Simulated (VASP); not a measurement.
# Ir in VASP: single point with PBE+D3(BJ)

Aim: the single point of Ir with PBE+D3(BJ).

Program: VASP 6.6.1. These are calculated values, not measurements. Logs are shortened: lines on timing, memory, paths and dates and some standing lists are left out, and cuts for length are marked.

**1. The cell of the first run**

The cell holds a slab with vacuum, 4 atoms: a = 2.715 Å, b = 2.715 Å, c = 20.649 Å, α = 90.00°, β = 90.00°, γ = 120.00°.

**2. Single point, PBE+D3(BJ)**

File INCAR:

```
SYSTEM = Ir
PREC = Accurate
ENCUT = 520
EDIFF = 1E-6
ISMEAR = 0
SIGMA = 0.05
LREAL = .FALSE.
LASPH = .TRUE.
NELM = 100
ALGO = Normal
ISIF = 2
LWAVE = .FALSE.
LCHARG = .FALSE.
LDIPOL = .TRUE.
IDIPOL = 3
DIPOL = 0.5 0.5 0.500
GGA = PE
IVDW = 12
NBANDS = 26
```

File KPOINTS:

```
regular mesh
0
G
  24 24 1
  0 0 0
```

File POSCAR:

```
Ir
1.0
    2.7145829330      0.0000000000      0.0000000000
   -1.3572914665      2.3508977806      0.0000000000
    0.0000000000      0.0000000000     20.6493430503
Ir
4
Direct
    0.0000000000      0.0000000000      0.3407698802
    0.6666666667      0.3333333333      0.4469897056
    0.3333333333      0.6666666667      0.5530102993
    0.0000000000      0.0000000000      0.6592301149
```

Potentials or basis: VASP PAW PBE potentials, release 64 (Ir).

Launch:

```bash
$ cat potpaw_PBE.64/Ir/POTCAR > POTCAR
$ mpirun -np 1 vasp_std > vasp.out
```

OUTCAR:

```text
SYSTEM = Ir
   PREC = Accurate
   ENCUT = 520
   EDIFF = 1E-6
   ISMEAR = 0
   LREAL = .FALSE.
   LASPH = .TRUE.
   NELM = 100
   ISIF = 2
   GGA = PE
   IVDW = 12
 IVDW          = 12

 ion  position               nearest neighbor table
   1  0.000  0.000  0.341-   2 2.70   2 2.70   2 2.70
   2  0.667  0.333  0.447-   3 2.69   3 2.69   3 2.69   1 2.70   1 2.70   1 2.70
   3  0.333  0.667  0.553-   2 2.69   2 2.69   2 2.69   4 2.70   4 2.70   4 2.70
   4  0.000  0.000  0.659-   3 2.70   3 2.70   3 2.70

  LATTYP: Found a hexagonal cell.
 ALAT       =     2.7145829330
 C/A-ratio  =     7.6068197436

  Lattice vectors:

 A1 = (   2.7145829330,   0.0000000000,   0.0000000000)
 A2 = (  -1.3572914665,   2.3508977806,   0.0000000000)
 A3 = (   0.0000000000,   0.0000000000,  20.6493430503)

Analysis of symmetry for initial positions (statically):
=====================================================================
 Subroutine PRICEL returns:
 Original cell was already a primitive cell.

 Routine SETGRP: Setting up the symmetry group for a
 hexagonal supercell.

 Subroutine GETGRP returns: Found 12 space group operations
 (whereof 12 operations were pure point group operations)
 out of a pool of 24 trial point group operations.

The static configuration has the point symmetry D_3d.

Analysis of symmetry for dynamics (positions and initial velocities):
=====================================================================
 Subroutine PRICEL returns:
 Original cell was already a primitive cell.

 Routine SETGRP: Setting up the symmetry group for a
 hexagonal supercell.

 Subroutine GETGRP returns: Found 12 space group operations
 (whereof 12 operations were pure point group operations)
 out of a pool of 24 trial point group operations.

The dynamic configuration has the point symmetry D_3d.

 Subroutine INISYM returns: Found 12 space group operations
 (whereof 12 operations are pure point group operations),
 and found     1 'primitive' translations

----------------------------------------------------------------------------------------

                                     Primitive cell

  volume of cell :     131.7781

  direct lattice vectors                    reciprocal lattice vectors
     2.714582933  0.000000000  0.000000000     0.368380714  0.212684705  0.000000000
    -1.357291466  2.350897781  0.000000000     0.000000000  0.425369409  0.000000000
     0.000000000  0.000000000 20.649343050     0.000000000  0.000000000  0.048427691
[... 95 lines left out ...]
   ISYM   =      2    0-nonsym 1-usesym 2-fastsym
   POTIM  = 0.5000    time-step for ionic-motion
   TEBEG  =    0.0;   TEEND  =   0.0 temperature during run
   PSTRESS=    0.0 pullay stress
   NELECT =      36.0000    total number of electrons
   NUPDOWN=      -1.0000    fix difference up-down
   EMIN   =  10.00;   EMAX   =-10.00  energy-range for DOS
   EFERMI =   0.00;   METHOD = LEGACY
   ISMEAR =     0;   SIGMA  =   0.05  broadening in eV -4-tet -1-fermi 0-gaus
   EFERMI_NEDOS =   21; number of points for ismear=-14 and -15
   IALGO  =     38    algorithm
   IMIX   =      4    mixing-type and parameters
     AMIX     =   0.40;   BMIX     =  1.00
     AMIX_MAG =   1.60;   BMIX_MAG =  1.00
  volume/ion in A,a.u.               =      32.94       222.32
  Fermi-wavevector in a.u.,A,eV,Ry     =   1.062253  2.007367 15.352561  1.128381
  Thomas-Fermi vector in A             =   2.197697
   LORBIT       =      0    0 simple, 1 ext, 2 COOP (PROOUT), +10 PAW based schemes
   GGA     = PE    functional components
   LHFCALC =     F    Hartree Fock is set to
   AEXX    =    0.0000 exact exchange contribution
   IVDW    =    12    specifies the selected vdW correction
   LEPSILON=     F    determine dielectric tensor
   LRPA    =     F    only Hartree local field effects (RPA)
 non-spin polarized calculation
 Gauss-broadening in eV      SIGMA  =   0.05
  energy-cutoff  :      520.00
  volume of cell :      131.78
 maximum number of plane-waves:      3583
   NGX = 11   NGY = 11   NGZ = 77

 dipolmoment           0.000000      0.000000      0.000000 electrons x Angstroem

 number of electron      35.9999997 magnetization

 dipolmoment           0.000000      0.000000     -0.000000 electrons x Angstroem

 Free energy of the ion-electron system (eV)
  ---------------------------------------------------
  ext. energy  EPLUGINS =         0.00000000
  ---------------------------------------------------
  free energy    TOTEN  =       -33.61577079 eV

  energy without entropy =      -33.61192791  energy(sigma->0) =      -33.61384935

 E-fermi :   1.2935     XC(G=0):  -6.9986

 val. band max:        1.2797535907   @ k =   0.2500   0.1250   0.0000
 cond. band min:       1.2946148225   @ k =   0.2083   0.0417   0.0000
 fundamental gap:      0.0148612318
 Fermi energy:         1.2935380589

 k-point     1 :       0.0000    0.0000    0.0000
  band No.  band energies     occupation
      1      -9.3244      2.00000
      2      -7.7979      2.00000
      3      -6.5976      2.00000
      4      -6.5243      2.00000
      5      -2.7211      2.00000
      6      -2.6182      2.00000
[... 685 lines left out ...]
     25       8.2724      0.00000
     26       8.3348      0.00000

 [... further k-points ...]

------------------------ aborting loop because EDIFF is reached ----------------------------------------

 vacuum level on the upper side and lower side of the slab       (xc-potential included)        -0.368        -0.368

 Edisp (eV)   -2.17811

 E8    (eV) :    -1.0517

  FORCE on cell =-STRESS in cart. coord.  units (eV):
  Direction    XX          YY          ZZ          XY          YZ          ZX
  --------------------------------------------------------------------------------------
  -------------------------------------------------------------------------------------
  Total      -3.26901    -3.26901     0.29688     0.00000     0.00000     0.00000
  in kB     -39.74516   -39.74516     3.60945     0.00000     0.00000     0.00000
  external pressure =      -25.29 kB  Pullay stress =        0.00 kB

 VOLUME and BASIS-vectors are now :
 -----------------------------------------------------------------------------
  energy-cutoff  :      520.00
  volume of cell :      131.78
      direct lattice vectors                 reciprocal lattice vectors
     2.714582933  0.000000000  0.000000000     0.368380714  0.212684705  0.000000000
    -1.357291466  2.350897781  0.000000000     0.000000000  0.425369409  0.000000000
     0.000000000  0.000000000 20.649343050     0.000000000  0.000000000  0.048427691

 POSITION                                       TOTAL-FORCE (eV/Angst)
 -----------------------------------------------------------------------------------
      0.00000      0.00000      7.03667        -0.000000      0.000000     -0.050304
      1.35729      0.78363      9.23004         0.000000      0.000000     -0.002393
     -0.00000      1.56727     11.41930        -0.000000     -0.000000      0.002393
      0.00000      0.00000     13.61267        -0.000000     -0.000000      0.050304
 -----------------------------------------------------------------------------------
    total drift:                               -0.000000      0.000000     -0.000001

  FREE ENERGIE OF THE ION-ELECTRON SYSTEM (eV)
  ---------------------------------------------------
  free  energy   TOTEN  =       -35.7938793009 eV

  energy  without entropy=      -35.7900364205  energy(sigma->0) =      -35.79195786

 vacuum level on the upper side and lower side of the slab         6.389         6.389
```

OSZICAR:

```text
N       E                     dE             d eps       ncg     rms          rms(c)
DAV:   1     0.356540427516E+03    0.35654E+03   -0.15170E+04  3172   0.123E+03
DAV:   2    -0.106669403670E+02   -0.36721E+03   -0.33110E+03  3228   0.368E+02
DAV:   3    -0.350695195813E+02   -0.24403E+02   -0.23037E+02  4214   0.975E+01
DAV:   4    -0.358547426136E+02   -0.78522E+00   -0.76669E+00  3684   0.187E+01
DAV:   5    -0.358709760248E+02   -0.16233E-01   -0.16213E-01  4104   0.233E+00    0.275E+01
DAV:   6    -0.342243496066E+02    0.16466E+01   -0.50901E+00  3996   0.216E+01    0.138E+01
DAV:   7    -0.422119898760E+02   -0.79876E+01   -0.36462E+01  4784   0.645E+01    0.246E+01
DAV:   8    -0.339403033923E+02    0.82717E+01   -0.12409E+01  4806   0.399E+01    0.545E+00
DAV:   9    -0.336211475425E+02    0.31916E+00   -0.25746E+00  4714   0.146E+01    0.161E+00
DAV:  10    -0.336218221069E+02   -0.67456E-03   -0.13113E-01  3518   0.326E+00    0.861E-01
DAV:  11    -0.336160762446E+02    0.57459E-02   -0.29375E-02  4880   0.163E+00    0.367E-01
DAV:  12    -0.336159053797E+02    0.17086E-03   -0.20233E-03  3484   0.371E-01    0.166E-01
DAV:  13    -0.336158232796E+02    0.82100E-04   -0.17353E-04  3976   0.799E-02    0.125E-01
DAV:  14    -0.336157776832E+02    0.45596E-04   -0.72958E-05  4648   0.776E-02    0.528E-02
DAV:  15    -0.336157704127E+02    0.72704E-05   -0.14956E-05  4118   0.295E-02    0.225E-02
DAV:  16    -0.336157707912E+02   -0.37850E-06   -0.95177E-06  3404   0.232E-02
   1 F= -.35793879E+02 E0= -.35791958E+02  d E =-.384288E-02
```

It took 1.9 min on 1 thread of Intel Xeon 6975P-C (Granite Rapids), shared host; peak memory 0.34 GiB.

What came out:

```yaml
Free_energy: -35.7939 eV
Largest_force: 0.050 eV/Å
Band_gap_on_the_k_mesh: zero (band 18 reaches 2.41 eV, above the bottom of band 19 at 0.03 eV)
Dispersion_energy_per_atom: -0.545 eV
```

Forces in eV/Å, atoms in the order of the input:
```
Ir   0.000  0.000 -0.050
Ir   0.000  0.000 -0.002
Ir   0.000  0.000  0.002
Ir   0.000  0.000  0.050
```

Levels at points of the mesh, in eV from the Fermi level:
| k point | band 13 | band 14 | band 15 | band 16 | band 17 | band 18 | band 19 | band 20 | band 21 | band 22 |
| --- | --- | --- | --- | --- | --- | --- | --- | --- | --- | --- |
| (0.00, 0.00, 0.00) | -3.04 | -2.96 | -2.96 | -1.24 | -1.24 | -0.89 | -0.89 | -0.70 | 0.08 | 0.08 |
| (0.50, 0.00, 0.00) | -0.52 | -0.43 | 0.09 | 0.62 | 0.86 | 1.12 | 1.14 | 1.59 | 1.63 | 2.70 |

Caveat: spin-orbit coupling is left out, which moves the levels of the heavy elements.
